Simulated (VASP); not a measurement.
# Ga (I4_1/amd) in VASP: relaxation of cell and atoms with PBE

Aim: the relaxation of cell and atoms of Ga with PBE.

All numbers are computed with VASP 6.6.1; they aren't measurements. Logs are shortened: lines on timing, memory, paths and dates and some standing lists are left out, and cuts for length are marked.

### 1 The cell of the first run

It takes space group I4_1/amd (No. 141, tetragonal). The conventional cell has a = 4.403 Å, b = 4.403 Å, c = 2.422 Å, α = 90.00°, β = 90.00°, γ = 90.00°. Within 3.0 Å of Ga (site symmetry -4m2) lie 10 Ga at 2.28 to 2.85 Å.

### 2 Relaxation of cell and atoms, PBE, target pressure 82 GPa, at which the enthalpy is minimised

INCAR

```
PREC     = Accurate       # precision mode
ENCUT    = 600            # plane-wave cutoff, eV
EDIFF    = 1E-7           # SCF threshold, eV
ISMEAR   = -1             # smearing method
SIGMA    = 0.05           # smearing width, eV
LREAL    = F              # projectors in reciprocal space
LASPH    = T              # aspherical terms in the spheres
NELM     = 60             # most SCF steps
ALGO     = Normal         # electronic algorithm
ISIF     = 3              # what is computed and relaxed
LWAVE    = F              # write WAVECAR
LCHARG   = F              # write CHGCAR
GGA      = PE             # functional
IBRION   = 2              # ionic algorithm
NSW      = 60             # ionic steps
EDIFFG   = -0.005         # ionic threshold
PSTRESS  = 820.0
```

KPOINTS

```
Automatic mesh
0
Gamma
  18 18 18
```

POSCAR

```
Ga
1.0
   -2.2016710867      2.2016710867      1.2109190977
    2.2016710867     -2.2016710867      1.2109190977
    2.2016710867      2.2016710867     -1.2109190977
Ga
2
Direct
   -0.3750000000     -0.1250000000     -0.2500000000
    0.3750000000      0.1250000000      0.2500000000
```

Potentials or basis: VASP PAW PBE potentials, release 64 (Ga_d).

Started as:

```bash
$ cat potpaw_PBE.64/Ga_d/POTCAR > POTCAR
$ mpirun -np 1 vasp_std > vasp.out
```

OUTCAR:

```text
PREC = Accurate
   ENCUT = 600
   EDIFF = 1E-7
   ISMEAR = -1
   LREAL = F
   LASPH = T
   NELM = 60
   ISIF = 3
   GGA = PE
   IBRION = 2
   NSW = 60
   EDIFFG = -0.005
   PSTRESS = 820.0

 ion  position               nearest neighbor table
   1  0.625  0.875  0.750-   2 2.28   2 2.28   2 2.28   2 2.28   2 2.85   2 2.85   2 2.85   2 2.85

   2  0.375  0.125  0.250-   1 2.28   1 2.28   1 2.28   1 2.28   1 2.85   1 2.85   1 2.85   1 2.85

  LATTYP: Found a body centered tetragonal cell.
 ALAT       =     4.4033421734
 C/A-ratio  =     0.5500000000

  Lattice vectors:

 A1 = (  -2.2016710867,   2.2016710867,   1.2109190977)
 A2 = (   2.2016710867,  -2.2016710867,   1.2109190977)
 A3 = (   2.2016710867,   2.2016710867,  -1.2109190977)

Analysis of symmetry for initial positions (statically):
=====================================================================
 Subroutine PRICEL returns:
 Original cell was already a primitive cell.

 Routine SETGRP: Setting up the symmetry group for a
 body centered tetragonal supercell.

 Subroutine GETGRP returns: Found 16 space group operations
 (whereof  4 operations were pure point group operations)
 out of a pool of 16 trial point group operations.

The static configuration has the point symmetry C_2h.
 The point group associated with its full space group is D_4h.

Analysis of symmetry for dynamics (positions and initial velocities):
=====================================================================
 Subroutine PRICEL returns:
 Original cell was already a primitive cell.

 Routine SETGRP: Setting up the symmetry group for a
 body centered tetragonal supercell.

 Subroutine GETGRP returns: Found 16 space group operations
 (whereof  4 operations were pure point group operations)
 out of a pool of 16 trial point group operations.

The dynamic configuration has the point symmetry C_2h.
 The point group associated with its full space group is D_4h.

 Subroutine INISYM returns: Found 16 space group operations
 (whereof  4 operations are pure point group operations),
 and found     1 'primitive' translations

----------------------------------------------------------------------------------------

                                     Primitive cell

  volume of cell :      23.4790

  direct lattice vectors                    reciprocal lattice vectors
    -2.201671087  2.201671087  1.210919098     0.000000000  0.227100225  0.412909501
     2.201671087 -2.201671087  1.210919098     0.227100225  0.000000000  0.412909501
     2.201671087  2.201671087 -1.210919098     0.227100225  0.227100225  0.000000000

  length of vectors
     3.340813705  3.340813705  3.340813705     0.471241730  0.471241730  0.321168219

  position of ions in fractional coordinates (direct lattice)
     0.625000000  0.875000000  0.750000000
     0.375000000  0.125000000  0.250000000

  ion indices of the primitive-cell ions
   primitive index   ion index
                 1           1
                 2           2

----------------------------------------------------------------------------------------

 KPOINTS: Automatic mesh

Automatic generation of k-mesh.
 Grid dimensions read from file:
 generate k-points for:   18   18   18

 Generating k-lattice:

  Cartesian coordinates                     Fractional coordinates (reciprocal lattice)
     0.000000000  0.012616679  0.022939417     0.055555556  0.000000000 -0.000000000
     0.012616679  0.000000000  0.022939417     0.000000000  0.055555556 -0.000000000
     0.012616679  0.012616679  0.000000000     0.000000000  0.000000000  0.055555556

  Length of vectors
     0.026180096  0.026180096  0.017842679

  Shift w.r.t. Gamma in fractional coordinates (k-lattice)
     0.000000000  0.000000000  0.000000000

 Subroutine IBZKPT returns following result:
 ===========================================

 Found    480 irreducible k-points:

 Following reciprocal coordinates:
            Coordinates               Weight
  0.000000  0.000000  0.000000      1.000000
  0.055556  0.000000  0.000000      8.000000
  0.111111  0.000000  0.000000      8.000000
  0.166667  0.000000  0.000000      8.000000
  0.222222  0.000000  0.000000      8.000000
  0.277778 -0.000000  0.000000      8.000000
[... 16 lines left out ...]
 -0.277778  0.055556 -0.000000     16.000000
 -0.222222  0.055556  0.000000     16.000000
 [... further k-points ...]
   k-points           NKPTS =    480   k-points in BZ     NKDIM =    480   number of bands    NBANDS=     17
   number of dos      NEDOS =    301   number of ions     NIONS =      2
   total plane-waves  NPLWV =  21952
   dimension x,y,z NGX =    28 NGY =   28 NGZ =   28
   dimension x,y,z NGXF=    56 NGYF=   56 NGZF=   56
   ions per type =               2
   NGX,Y,Z   is equivalent  to a cutoff of  13.93, 13.93, 13.93 a.u.
   NGXF,Y,Z  is equivalent  to a cutoff of  27.87, 27.87, 27.87 a.u.
 SYSTEM =  unknown system
   PREC   = accura    normal or accurate (medium, high low for compatibility)
   ISTART =      0    job   : 0-new  1-cont  2-samecut
   ICHARG =      2    charge: 1-file 2-atom 10-const
   ISPIN  =      1    spin polarized calculation?
   LNONCOLLINEAR =      F non collinear calculations
   LSORBIT =      F    spin-orbit coupling
   LASPH  =      T    aspherical Exc in radial PAW
   ENCUT  =  600.0 eV  44.10 Ry    6.64 a.u.   6.67  6.67  6.67*2*pi/ulx,y,z
   NELM   =     60;   NELMIN=  2; NELMDL= -5     # of ELM steps
   EDIFF  = 0.1E-06   stopping-criterion for ELM
   LREAL  =      F    real-space projection
   EDIFFG = -.5E-02   stopping-criterion for IOM
   NSW    =     60    number of steps for IOM
   IBRION =      2    ionic relax: 0-MD 1-quasi-New 2-CG
   NFREE  =      1    steps in history (QN), initial steepest desc. (CG)
   ISIF   =      3    stress and relaxation
   ISYM   =      2    0-nonsym 1-usesym 2-fastsym
   POTIM  = 0.5000    time-step for ionic-motion
   TEBEG  =    0.0;   TEEND  =   0.0 temperature during run
   PSTRESS=  820.0 pullay stress
   NELECT =      26.0000    total number of electrons
   NUPDOWN=      -1.0000    fix difference up-down
   EMIN   =  10.00;   EMAX   =-10.00  energy-range for DOS
   EFERMI =   0.00;   METHOD = LEGACY
   ISMEAR =    -1;   SIGMA  =   0.05  broadening in eV -4-tet -1-fermi 0-gaus
   EFERMI_NEDOS =   21; number of points for ismear=-14 and -15
   IALGO  =     38    algorithm
   IMIX   =      4    mixing-type and parameters
     AMIX     =   0.40;   BMIX     =  1.00
     AMIX_MAG =   1.60;   BMIX_MAG =  1.00
  volume/ion in A,a.u.               =      11.74        79.22
  Fermi-wavevector in a.u.,A,eV,Ry     =   1.693711  3.200649 39.030442  2.868657
  Thomas-Fermi vector in A             =   2.775067
   LORBIT       =      0    0 simple, 1 ext, 2 COOP (PROOUT), +10 PAW based schemes
   GGA     = PE    functional components
   LHFCALC =     F    Hartree Fock is set to
   AEXX    =    0.0000 exact exchange contribution
   IVDW    =     0    specifies the selected vdW correction
   LEPSILON=     F    determine dielectric tensor
   LRPA    =     F    only Hartree local field effects (RPA)
 conjugate gradient relaxation of ions
 non-spin polarized calculation
  energy-cutoff  :      600.00
  volume of cell :       23.48
 maximum number of plane-waves:       798
   NGX = 13   NGY = 13   NGZ = 13

--------------------------------------- Ionic step        1  -------------------------------------------

 number of electron      26.0000002 magnetization

 Free energy of the ion-electron system (eV)
  ---------------------------------------------------
  ext. energy  EPLUGINS =         0.00000000
  ---------------------------------------------------
  free energy    TOTEN  =        -2.97851121 eV

  energy without entropy =       -2.97228414  energy(sigma->0) =       -2.97539767

------------------------ aborting loop because EDIFF is reached ----------------------------------------

  FORCE on cell =-STRESS in cart. coord.  units (eV):
  Direction    XX          YY          ZZ          XY          YZ          ZX
  --------------------------------------------------------------------------------------
  -------------------------------------------------------------------------------------
  Total       14.1205227     14.1205227     11.3574764      0.0000000      0.0000000      0.0000000
  in kB      963.5657591    963.5657591    775.0191382      0.0000000      0.0000000      0.0000000
  external PRESSURE =      80.7168855 kB  Pullay stress =     820.0000000 kB
[... 23 lines left out ...]
  enthalpy is  TOTEN    =         9.0381348137 eV   P V=       12.0166460203

--------------------------------------- Ionic step        2  -------------------------------------------

 number of electron      25.9999991 magnetization

 E-fermi :   9.7131     XC(G=0): -13.0740

 val. band max:        9.7105757071   @ k =  -0.1111   0.4444   0.0556
 cond. band min:       9.7187867769   @ k =  -0.3333  -0.3333   0.1111
 fundamental gap:      0.0082110698
 Fermi energy:         9.7131173587

 k-point     1 :       0.0000    0.0000    0.0000
  band No.  band energies     occupation
      1      -6.3800      2.00000
      2      -6.2919      2.00000
      3      -6.2601      2.00000
      4      -6.2517      2.00000
      5      -5.4196      2.00000
      6      -5.4196      2.00000
[... 9 lines left out ...]
     16      22.4987      0.00000
     17      22.4987      0.00000
[... 443 lines left out ...]
      1      -6.3082      2.00000
      2      -6.1561      2.00000
      3      -6.0753      2.00000
      4      -5.9951      2.00000
      5      -5.6264      2.00000
      6      -5.5704      2.00000
[... 9 lines left out ...]
     16      18.8503      0.00000
     17      19.2292      0.00000

 [... further k-points ...]
[... 5 lines left out ...]
  --------------------------------------------------------------------------------------
  -------------------------------------------------------------------------------------
  Total        9.5092576      9.5092576     10.3158817      0.0000000      0.0000000      0.0000000
  in kB      597.2285966    597.2285966    647.8885964      0.0000000      0.0000000      0.0000000
  external PRESSURE =    -205.8847368 kB  Pullay stress =     820.0000000 kB
[... 213 lines left out ...]
  enthalpy is  TOTEN    =         8.9792953096 eV   P V=       12.2171662049

--------------------------------------- Ionic step        8  -------------------------------------------

 number of electron      26.0000005 magnetization

 Free energy of the ion-electron system (eV)
  ---------------------------------------------------
  ext. energy  EPLUGINS =         0.00000000
  ---------------------------------------------------
  free energy    TOTEN  =        -3.27258930 eV

  energy without entropy =       -3.26727583  energy(sigma->0) =       -3.26993257

 E-fermi :  10.6003     XC(G=0): -13.4508

 val. band max:       10.5935559547   @ k =   0.2222   0.1667   0.0556
 cond. band min:      10.6039026765   @ k =  -0.3333   0.5000   0.1667
 fundamental gap:      0.0103467219
 Fermi energy:        10.6002918343

 k-point     1 :       0.0000    0.0000    0.0000
  band No.  band energies     occupation
      1      -5.7756      2.00000
      2      -5.7017      2.00000
      3      -5.5942      2.00000
      4      -5.5781      2.00000
      5      -4.6857      2.00000
      6      -4.6857      2.00000
[... 9 lines left out ...]
     16      24.2023      0.00000
     17      24.2023      0.00000
[... 443 lines left out ...]
      1      -5.6960      2.00000
      2      -5.5436      2.00000
      3      -5.4059      2.00000
      4      -5.3127      2.00000
      5      -4.9183      2.00000
      6      -4.8517      2.00000
[... 9 lines left out ...]
     16      20.1989      0.00000
     17      20.4004      0.00000

 [... further k-points ...]
[... 5 lines left out ...]
  --------------------------------------------------------------------------------------
  -------------------------------------------------------------------------------------
  Total       12.2537043     12.2537043     12.2576604     -0.0000000      0.0000000     -0.0000000
  in kB      820.1429408    820.1429408    820.4077229     -0.0000000      0.0000000     -0.0000000
  external PRESSURE =       0.2312015 kB  Pullay stress =     820.0000000 kB
[... 17 lines left out ...]
  FREE ENERGIE OF THE ION-ELECTRON SYSTEM (eV)
  ---------------------------------------------------
  free  energy   TOTEN  =        -3.2725893002 eV

  energy  without entropy=       -3.2672758346  energy(sigma->0) =       -3.26993257

  enthalpy is  TOTEN    =         8.9789793276 eV   P V=       12.2515686278

 reached required accuracy - stopping structural energy minimisation
```

Wall time 14 min (1 thread of AMD EPYC 9R45 (Zen 5), shared host); peak memory 0.3 GiB.

What came out:

```
Free energy                                            : -3.2726 eV
Relaxed volume                                         : 11.97 Å³/atom
Relaxed cell                                           : a = 3.399 Å, b = 3.399 Å, c = 3.399 Å, α = 96.89°, β = 96.89°, γ = 139.48°
Space group after relaxing (to 0.05 Å)                 : I4_1/amd (No. 141)
Energy change on relaxing (the enthalpy is what falls) : -147.0 meV/atom
Ionic steps                                            : 8
Pressure after relaxing                                : 82.0 GPa
Band gap on the k mesh                                 : zero (band 13 reaches 14.83 eV, above the bottom of band 14 at 3.80 eV)
```

Step by step:
```csv
step,energy change (eV),largest force (eV/Å),pressure (GPa),volume (Å³)
1,0.0000,0.0000,90.07,23.48
2,-0.9891,0.0000,61.41,25.51
3,-0.4582,0.0000,76.98,24.29
4,-0.1735,0.0000,85.38,23.73
5,-0.3156,0.0000,81.38,23.98
6,-0.3124,0.0000,81.41,23.97
7,-0.2594,0.0000,83.04,23.87
8,-0.2941,0.0000,82.02,23.94
```

Final structure:
```cif
data_structure
_symmetry_space_group_name_H-M 'P 1'
_symmetry_Int_Tables_number 1
_cell_length_a 3.3991
_cell_length_b 3.3991
_cell_length_c 3.3991
_cell_angle_alpha 96.887
_cell_angle_beta 96.887
_cell_angle_gamma 139.478
_cell_volume 23.94
loop_
_atom_site_label
_atom_site_type_symbol
_atom_site_fract_x
_atom_site_fract_y
_atom_site_fract_z
_atom_site_occupancy
Ga1 Ga 0.62500 0.87500 0.75000 1
Ga2 Ga 0.37500 0.12500 0.25000 1
```

Caveat: the cell is relaxed towards a set pressure, so the enthalpy falls and the energy may rise.
